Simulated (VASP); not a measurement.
# CsBr (Pm-3m) in VASP: a series of runs

The runs below take CsBr through single point, relaxation of cell and atoms, with PBE.

All numbers are computed with VASP 6.6.1; they aren't measurements. Logs are shortened: lines on timing, memory, paths and dates and some standing lists are left out, and cuts for length are marked.

### Step 1. The cell of the first run

Symmetry: Pm-3m, No. 221, cubic system. The conventional cell has a = 4.389 Å, b = 4.389 Å, c = 4.389 Å, α = 90.00°, β = 90.00°, γ = 90.00°. Within 5.0 Å of Cs (site symmetry m-3m) lie 8 Br at 3.80 Å and 6 Cs at 4.39 Å. Within 5.0 Å of Br (site symmetry m-3m) lie 8 Cs at 3.80 Å and 6 Br at 4.39 Å.

### Step 2. Single point, PBE

File INCAR:

```
SYSTEM = CsBr
ALGO = Normal ; EDIFF = 1E-6
ENCUT = 500 ; GGA = PE
GGA_COMPAT = .False. ; ISIF = 2
ISMEAR = -1 ; LASPH = .True.
LCHARG = .True. ; LELF = .True.
LREAL = .False. ; LVHAR = .True.
LWAVE = .False. ; NBANDS = 15
NELM = 120 ; PREC = Accurate
SIGMA = 0.02
```

File KPOINTS:

```
k-points
0
Gamma
  7 7 7
  0 0 0
```

File POSCAR:

```
CsBr
1.0
    4.3893007101      0.0000000000      0.0000000000
    0.0000000000      4.3893007101      0.0000000000
    0.0000000000      0.0000000000      4.3893007101
Cs Br
1 1
Direct
    0.0000000000      0.0000000000      0.0000000000
    0.5000000000      0.5000000000      0.5000000000
```

Potentials or basis: VASP PAW PBE potentials, release 64 (Cs_sv, Br).

The run is started by

```console
$ cat potpaw_PBE.64/Cs_sv/POTCAR potpaw_PBE.64/Br/POTCAR > POTCAR
$ mpirun -np 1 vasp_std > vasp.out
```

OUTCAR:

```text
SYSTEM = CsBr
   EDIFF = 1E-6
   ENCUT = 500
   GGA = PE
   ISIF = 2
   ISMEAR = -1
   LASPH = .True.
   LREAL = .False.
   NELM = 120
   PREC = Accurate

 ion  position               nearest neighbor table
   1  0.000  0.000  0.000-
   2  0.500  0.500  0.500-

  LATTYP: Found a simple cubic cell.
 ALAT       =     4.3893007101

  Lattice vectors:

 A1 = (   4.3893007101,   0.0000000000,   0.0000000000)
 A2 = (   0.0000000000,   4.3893007101,   0.0000000000)
 A3 = (   0.0000000000,   0.0000000000,   4.3893007101)

Analysis of symmetry for initial positions (statically):
=====================================================================
 Subroutine PRICEL returns:
 Original cell was already a primitive cell.

 Routine SETGRP: Setting up the symmetry group for a
 simple cubic supercell.

 Subroutine GETGRP returns: Found 48 space group operations
 (whereof 48 operations were pure point group operations)
 out of a pool of 48 trial point group operations.

The static configuration has the point symmetry O_h .

Analysis of symmetry for dynamics (positions and initial velocities):
=====================================================================
 Subroutine PRICEL returns:
 Original cell was already a primitive cell.

 Routine SETGRP: Setting up the symmetry group for a
 simple cubic supercell.

 Subroutine GETGRP returns: Found 48 space group operations
 (whereof 48 operations were pure point group operations)
 out of a pool of 48 trial point group operations.

The dynamic configuration has the point symmetry O_h .

 Subroutine INISYM returns: Found 48 space group operations
 (whereof 48 operations are pure point group operations),
 and found     1 'primitive' translations

----------------------------------------------------------------------------------------

                                     Primitive cell

  volume of cell :      84.5641

  direct lattice vectors                    reciprocal lattice vectors
     4.389300710  0.000000000  0.000000000     0.227826724  0.000000000  0.000000000
     0.000000000  4.389300710  0.000000000     0.000000000  0.227826724  0.000000000
     0.000000000  0.000000000  4.389300710     0.000000000  0.000000000  0.227826724

  length of vectors
     4.389300710  4.389300710  4.389300710     0.227826724  0.227826724  0.227826724

  position of ions in fractional coordinates (direct lattice)
[... 80 lines left out ...]
   ISIF   =      2    stress and relaxation
   ISYM   =      2    0-nonsym 1-usesym 2-fastsym
   POTIM  = 0.5000    time-step for ionic-motion
   TEBEG  =    0.0;   TEEND  =   0.0 temperature during run
   PSTRESS=    0.0 pullay stress
   NELECT =      16.0000    total number of electrons
   NUPDOWN=      -1.0000    fix difference up-down
   EMIN   =  10.00;   EMAX   =-10.00  energy-range for DOS
   EFERMI =   0.00;   METHOD = LEGACY
   ISMEAR =    -1;   SIGMA  =   0.02  broadening in eV -4-tet -1-fermi 0-gaus
   EFERMI_NEDOS =   21; number of points for ismear=-14 and -15
   IALGO  =     38    algorithm
   IMIX   =      4    mixing-type and parameters
     AMIX     =   0.40;   BMIX     =  1.00
     AMIX_MAG =   1.60;   BMIX_MAG =  1.00
  volume/ion in A,a.u.               =      42.28       285.33
  Fermi-wavevector in a.u.,A,eV,Ry     =   0.939838  1.776036 12.017955  0.883295
  Thomas-Fermi vector in A             =   2.067190
   LORBIT       =      0    0 simple, 1 ext, 2 COOP (PROOUT), +10 PAW based schemes
   GGA     = PE    functional components
   LHFCALC =     F    Hartree Fock is set to
   AEXX    =    0.0000 exact exchange contribution
   IVDW    =     0    specifies the selected vdW correction
   LEPSILON=     F    determine dielectric tensor
   LRPA    =     F    only Hartree local field effects (RPA)
 non-spin polarized calculation
  energy-cutoff  :      500.00
  volume of cell :       84.56
 maximum number of plane-waves:      2170
   NGX = 17   NGY = 17   NGZ = 17

 number of electron      16.0000003 magnetization

 Free energy of the ion-electron system (eV)
  ---------------------------------------------------
  ext. energy  EPLUGINS =         0.00000000
  ---------------------------------------------------
  free energy    TOTEN  =        -6.02431747 eV

  energy without entropy =       -6.02431747  energy(sigma->0) =       -6.02431747

 E-fermi :  -0.2038     XC(G=0):  -7.7608

 val. band max:       -0.6449394493   @ k =   0.4286   0.4286   0.0000
 cond. band min:       3.6169032522   @ k =   0.0000   0.0000   0.0000
 fundamental gap:      4.2618427014
 Fermi energy:        -0.2037805108

 k-point     1 :       0.0000    0.0000    0.0000
  band No.  band energies     occupation
      1     -20.5243      2.00000
      2     -12.9201      2.00000
      3      -7.1450      2.00000
      4      -7.1450      2.00000
      5      -7.1450      2.00000
      6      -0.6504      2.00000
      7      -0.6504      2.00000
      8      -0.6504      2.00000
      9       3.6169      0.00000
     10       4.3389      0.00000
     11       4.3389      0.00000
     12       8.2555      0.00000
     13       8.2555      0.00000
     14       8.2555      0.00000
[... 329 lines left out ...]
      2     -12.7797      2.00000
      3      -7.4822      2.00000
      4      -7.4706      2.00000
      5      -7.4706      2.00000
      6      -1.5998      2.00000
      7      -1.5998      2.00000
      8      -1.5266      2.00000
      9       6.7559      0.00000
     10       7.2191      0.00000
     11       7.2191      0.00000
     12       8.0197      0.00000
     13       8.0197      0.00000
     14       8.0820      0.00000
     15      10.5257      0.00000

------------------------ aborting loop because EDIFF is reached ----------------------------------------

  FORCE on cell =-STRESS in cart. coord.  units (eV):
  Direction    XX          YY          ZZ          XY          YZ          ZX
  --------------------------------------------------------------------------------------
  -------------------------------------------------------------------------------------
  Total        0.0218058      0.0218058      0.0218058      0.0000000      0.0000000     -0.0000000
  in kB        0.4131399      0.4131399      0.4131399      0.0000000      0.0000000     -0.0000000
  external PRESSURE =       0.4131399 kB  Pullay stress =       0.0000000 kB

 VOLUME and BASIS-vectors are now :
 -----------------------------------------------------------------------------
  energy-cutoff  :      500.00
  volume of cell :       84.56
      direct lattice vectors                 reciprocal lattice vectors
     4.389300710  0.000000000  0.000000000     0.227826724  0.000000000  0.000000000
     0.000000000  4.389300710  0.000000000     0.000000000  0.227826724  0.000000000
     0.000000000  0.000000000  4.389300710     0.000000000  0.000000000  0.227826724

 POSITION                                       TOTAL-FORCE (eV/Angst)
 -----------------------------------------------------------------------------------
      0.00000      0.00000      0.00000         0.000000      0.000000      0.000000
      2.19465      2.19465      2.19465         0.000000      0.000000      0.000000
 -----------------------------------------------------------------------------------
    total drift:                                0.000000      0.000000     -0.000000

  FREE ENERGIE OF THE ION-ELECTRON SYSTEM (eV)
  ---------------------------------------------------
  free  energy   TOTEN  =        -6.0243174731 eV

  energy  without entropy=       -6.0243174731  energy(sigma->0) =       -6.02431747
```

Run time: 7.4 s. Hardware: 1 thread of Intel Xeon 6975P-C (Granite Rapids), shared host; peak memory 0.18 GiB.

Results:

```
Free energy            : -6.0243 eV
Pressure               : 0.0 GPa
Band gap on the k mesh : 4.26 eV (least direct gap 4.27 eV)
```

Levels at points of the mesh, in eV from the valence-band top:
| k point | band 6 | band 7 | band 8 | band 9 | band 10 | band 11 |
| --- | --- | --- | --- | --- | --- | --- |
| (0.00, 0.00, 0.00) | -0.01 | -0.01 | -0.01 | 4.26 | 4.98 | 4.98 |

Caveat: spin-orbit coupling is left out, which moves the levels of the heavy elements; an odd mesh through Γ misses points on the zone boundary, where band edges can lie.

### Step 3. Single point, PBE

File INCAR:

```
PREC = Accurate
ENCUT = 500
EDIFF = 1E-6
ISMEAR = -1
SIGMA = 0.02
LREAL = False
LASPH = True
NELM = 120
ALGO = Normal
ISIF = 2
LWAVE = False
LCHARG = False
GGA = PE
NBANDS = 15
GGA_COMPAT = False
```

File KPOINTS:

```
Automatic mesh
0
Gamma
  7 7 7
```

POSCAR is that of step 2.

Potentials or basis: VASP PAW PBE potentials, release 64 (Cs_sv, Br).

The run is started by

```console
$ cat potpaw_PBE.64/Cs_sv/POTCAR potpaw_PBE.64/Br/POTCAR > POTCAR
$ mpirun -np 1 vasp_std > vasp.out
```

Wall time 7.4 s (1 thread of Intel Xeon 6975P-C (Granite Rapids), shared host); peak memory 0.18 GiB.

Results (log left out):

```yaml
Free_energy: -6.0243 eV
Pressure: 0.0 GPa
Band_gap_on_the_k_mesh: 4.26 eV (least direct gap 4.27 eV)
```

Levels at points of the mesh, in eV from the valence-band top:
```
           k point  band 4  band 5  band 6  band 7  band 8  band 9  band 10  band 11  band 12  band 13
(0.00, 0.00, 0.00)   -6.50   -6.50   -0.01   -0.01   -0.01    4.26     4.98     4.98     8.90     8.90
```

Caveat: spin-orbit coupling is left out, which moves the levels of the heavy elements; an odd mesh through Γ misses points on the zone boundary, where band edges can lie.

### Step 4. Single point, PBE

This run uses another cell than the first one, of 42.92 Å³/atom.

Changes to INCAR since step 3:

```diff
@@ -11,4 +11,6 @@
 LWAVE = False
-LCHARG = False
+LCHARG = True
 GGA = PE
+LELF = True
+LVHAR = True
 NBANDS = 15
```

File KPOINTS:

```
regular mesh
0
Gamma
  7 7 7
```

File POSCAR:

```
CsBr
1.0
    4.4112879651      0.0000000000      0.0000000000
    0.0000000000      4.4112879651      0.0000000000
    0.0000000000      0.0000000000      4.4112879651
Cs Br
1 1
Direct
    0.0000000000      0.0000000000      0.0000000000
    0.5000000000      0.5000000000      0.5000000000
```

The run is started by

```console
$ cat potpaw_PBE.64/Cs_sv/POTCAR potpaw_PBE.64/Br/POTCAR > POTCAR
$ mpirun -np 1 vasp_std > vasp.out
```

Wall time 8.1 s (1 thread of Intel Xeon 6975P-C (Granite Rapids), shared host); peak memory 0.18 GiB.

It converged, with:

```yaml
Free_energy: -6.0240 eV
Pressure: -0.1 GPa
Band_gap_on_the_k_mesh: 4.21 eV (least direct gap 4.22 eV)
```

Levels at points of the mesh, in eV from the valence-band top:
```csv
k point,band 4,band 5,band 6,band 7,band 8,band 9,band 10,band 11,band 12,band 13
"(0.00, 0.00, 0.00)",-6.53,-6.53,-0.01,-0.01,-0.01,4.21,4.99,4.99,8.85,8.85
```

Caveat: spin-orbit coupling is left out, which moves the levels of the heavy elements; an odd mesh through Γ misses points on the zone boundary, where band edges can lie.

### Step 5. Relaxation of cell and atoms, PBE

File INCAR:

```
SYSTEM = CsBr
PREC = Accurate
ENCUT = 500
EDIFF = 1E-7
ISMEAR = -1
SIGMA = 0.02
LREAL = .FALSE.
LASPH = .TRUE.
NELM = 120
ALGO = Normal
ISIF = 3
LWAVE = .FALSE.
LCHARG = .FALSE.
GGA = PE
IBRION = 2
NSW = 32
EDIFFG = -0.005
GGA_COMPAT = .FALSE.
NELMIN = 4
```

File KPOINTS:

```
regular mesh
0
G
  7 7 7
  0 0 0
```

File POSCAR:

```
CsBr
1.0
    4.3893007101      0.0000000000      0.0000000000
    0.0000000000      4.3893007101      0.0000000000
    0.0000000000      0.0000000000      4.3893007101
Cs Br
1 1
Direct
    0.0000000000      0.0000000000      0.0000000000
    0.5000000000      0.5000000000      0.5000000000
```

The run is started by

```console
$ cat potpaw_PBE.64/Cs_sv/POTCAR potpaw_PBE.64/Br/POTCAR > POTCAR
$ mpirun -np 1 vasp_std > vasp.out
```

Wall time 11 s (1 thread of Intel Xeon 6975P-C (Granite Rapids), shared host); peak memory 0.18 GiB.

It converged, with:

| Quantity | Value |
| --- | --- |
| Free energy | -6.0243 eV |
| Relaxed volume | 42.34 Å³/atom |
| Relaxed cell | a = 4.391 Å, b = 4.391 Å, c = 4.391 Å, α = 90.00°, β = 90.00°, γ = 90.00° |
| Space group after relaxing (to 0.1 Å) | Pm-3m (No. 221) |
| Energy gained by relaxing | 0.0 meV/atom |
| Ionic steps | 2 |
| Pressure after relaxing | 0.0 GPa |
| Band gap on the k mesh | 4.26 eV (least direct gap 4.26 eV) |

Final structure:
```
CELL_PARAMETERS angstrom
4.39127 0.00000 0.00000
0.00000 4.39127 0.00000
0.00000 0.00000 4.39127
ATOMIC_POSITIONS crystal
Cs 0.00000 0.00000 0.00000
Br 0.50000 0.50000 0.50000
```

Levels at points of the mesh, in eV from the valence-band top:
| k point | band 5 | band 6 | band 7 | band 8 | band 9 | band 10 | band 11 | band 12 |
| --- | --- | --- | --- | --- | --- | --- | --- | --- |
| (0.00, 0.00, 0.00) | -6.50 | -0.01 | -0.01 | -0.01 | 4.26 | 4.98 | 4.98 | 8.90 |

Caveat: spin-orbit coupling is left out, which moves the levels of the heavy elements; an odd mesh through Γ misses points on the zone boundary, where band edges can lie.

### Step 6. Relaxation of cell and atoms, PBE

File INCAR:

```
  ALGO = Normal
  EDIFF = 1E-7
  EDIFFG = -0.005
  ENCUT = 500
  GGA = PE
  GGA_COMPAT = False
  IBRION = 2
  ISIF = 3
  ISMEAR = -1
  LASPH = True
  LCHARG = False
  LREAL = False
  LWAVE = False
  NELM = 120
  NELMIN = 4
  NSW = 40
  PREC = Accurate
  SIGMA = 0.02
```

File KPOINTS:

```
k-points
0
Gamma
  7 7 7
```

POSCAR is that of step 5.

Potentials or basis: VASP PAW PBE potentials, release 64 (Cs_sv, Br).

The run is started by

```console
$ cat potpaw_PBE.64/Cs_sv/POTCAR potpaw_PBE.64/Br/POTCAR > POTCAR
$ mpirun -np 1 vasp_std > vasp.out
```

It took 15 s on 1 thread of Intel Xeon 6975P-C (Granite Rapids), shared host; peak memory 0.18 GiB.

It converged, with:

```yaml
Free_energy: -6.0243 eV
Relaxed_volume: 42.34 Å³/atom
Relaxed_cell: a = 4.391 Å, b = 4.391 Å, c = 4.391 Å, α = 90.00°, β = 90.00°, γ = 90.00°
Space_group_after_relaxing_to_0.1_Å: Pm-3m (No. 221)
Energy_gained_by_relaxing: 0.0 meV/atom
Ionic_steps: 2
Pressure_after_relaxing: 0.0 GPa
Band_gap_on_the_k_mesh: 4.26 eV (least direct gap 4.26 eV)
```

Final structure:
```
Cs Br
1.0
     4.39127    0.00000    0.00000
     0.00000    4.39127    0.00000
     0.00000    0.00000    4.39127
Cs Br
1 1
Direct
  0.00000 0.00000 0.00000
  0.50000 0.50000 0.50000
```

Levels at points of the mesh, in eV from the valence-band top:
| k point | band 5 | band 6 | band 7 | band 8 | band 9 | band 10 | band 11 | band 12 |
| --- | --- | --- | --- | --- | --- | --- | --- | --- |
| (0.00, 0.00, 0.00) | -6.50 | -0.01 | -0.01 | -0.01 | 4.26 | 4.98 | 4.98 | 8.90 |

Caveat: spin-orbit coupling is left out, which moves the levels of the heavy elements; an odd mesh through Γ misses points on the zone boundary, where band edges can lie.

### Step 7. Summary

| task | cell | gap on the mesh (eV) | pressure (GPa) |
| --- | --- | --- | --- |
| single point | a = 4.389 Å, 2 atoms | 4.26 | 0.0 |
| single point | a = 4.411 Å, 2 atoms | 4.21 | -0.1 |
| relaxation of cell and atoms | relaxed from a = 4.389 Å, 2 atoms | 4.26 | 0.0 |

Alike in all rows: level PBE; potentials or basis VASP PAW PBE potentials, release 64 (Cs_sv, Br); no spin polarisation; k mesh 7 × 7 × 7; cutoff (eV) 500; smearing fermi-dirac 0.02 eV.

Caveats: spin-orbit coupling is left out, which moves the levels of the heavy elements; an odd mesh through Γ misses points on the zone boundary, where band edges can lie.

Absolute energies hang on the potentials; compare differences alone.
